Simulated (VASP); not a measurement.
Runs of VASP 6.6.1 on BN. The structure is that of space group R3m (No. 160), or close to it. The cells are those of the table. 

| task | level | potentials or basis | cell | k mesh | cutoff (eV) | smearing | grid for exact exchange (PRECFOCK) | gap on the mesh (eV) | pressure (GPa) | largest force (eV/Å) |
| --- | --- | --- | --- | --- | --- | --- | --- | --- | --- | --- |
| single point | PBEsol | VASP PAW PBE potentials, release 64 (N, B) | a = 3.669 Å, angles 39.9°, 2 atoms | 12 × 12 × 12 | 520 | fermi-dirac 0.01 eV | - | 4.18 | 1.0 | - |
| single point | PBE | VASP PAW PBE potentials, release 64 (N, B) | a = 3.741 Å, angles 39.9°, 2 atoms | 12 × 12 × 12 | 520 | fermi-dirac 0.05 eV | - | 4.20 | -9.3 | 0.01 |
| single point | PBEsol | VASP PAW PBE potentials, release 64 (N, B) | a = 3.645 Å, angles 39.9°, 2 atoms | 12 × 12 × 12 | 520 | fermi-dirac 0.05 eV | - | 4.20 | (a) | - |
| single point | r2SCAN | VASP PAW PBE potentials, release 64 (N, B) | a = 3.694 Å, angles 39.9°, 2 atoms | 12 × 12 × 12 | 520 | fermi-dirac 0.05 eV | - | 4.81 | -4.6 | 0.01 |
| single point | PBE | VASP PAW PBE potentials, release 64 (N, B) | a = 3.669 Å, angles 39.9°, 2 atoms | 5 × 5 × 5 | 520 | fermi-dirac 0.02 eV | - | 4.74 | (b) | - |
| single point | r2SCAN | VASP PAW PBE potentials, release 64 (N, B) | a = 3.645 Å, angles 39.9°, 2 atoms | 12 × 12 × 12 | 520 | fermi-dirac 0.05 eV | - | 4.86 | 5.2 | 0.01 |
| single point | PBEsol | VASP PAW PBE potentials, release 64 (N, B) | a = 3.718 Å, angles 39.9°, 2 atoms | 12 × 12 × 12 | 520 | fermi-dirac 0.05 eV | - | 4.13 | -7.8 | 0.01 |
| single point | r2SCAN | VASP PAW PBE potentials, release 64 (N, B) | a = 3.741 Å, angles 39.9°, 2 atoms | 12 × 12 × 12 | 520 | fermi-dirac 0.05 eV | - | 4.75 | -12.8 | 0.01 |
| relaxation of cell and atoms | PBEsol | VASP PAW PBE potentials, release 64 (N, B) | relaxed to 5 GPa from a = 3.669 Å, angles 39.9°, 2 atoms | 12 × 12 × 12 | 600 | fermi-dirac 0.05 eV | - | 3.82 | 5.0 | - |
| single point | LDA | VASP PAW LDA potentials, release 64 (N, B) | a = 3.669 Å, angles 39.9°, 2 atoms | 12 × 12 × 12 | 520 | fermi-dirac 0.05 eV | - | 4.09 | -3.8 | - |
| single point | PBE0 | VASP PAW PBE potentials, release 64 (N, B) | a = 3.694 Å, angles 39.9°, 2 atoms | 6 × 6 × 6 | 520 | fermi-dirac 0.05 eV | Normal | 6.30 | -6.0 | 0.01 |
| single point | PBE0 | VASP PAW PBE potentials, release 64 (N, B) | a = 3.669 Å, angles 39.9°, 2 atoms | 8 × 8 × 8 | 520 | fermi-dirac 0.05 eV | Normal | 6.32 | -1.2 | 0.01 |

Alike in all rows: no spin polarisation.

Problem. Estimate the missing entries.

Solution. (a) 6.1; (b) 3.7.

Caveats: some runs use coarse meshes; the PAW data sets were made with another functional, which shifts forces and pressure a little (some runs); the cell is relaxed towards a set pressure, so the enthalpy falls and the energy may rise (some runs).

A k mesh can miss the band edges.
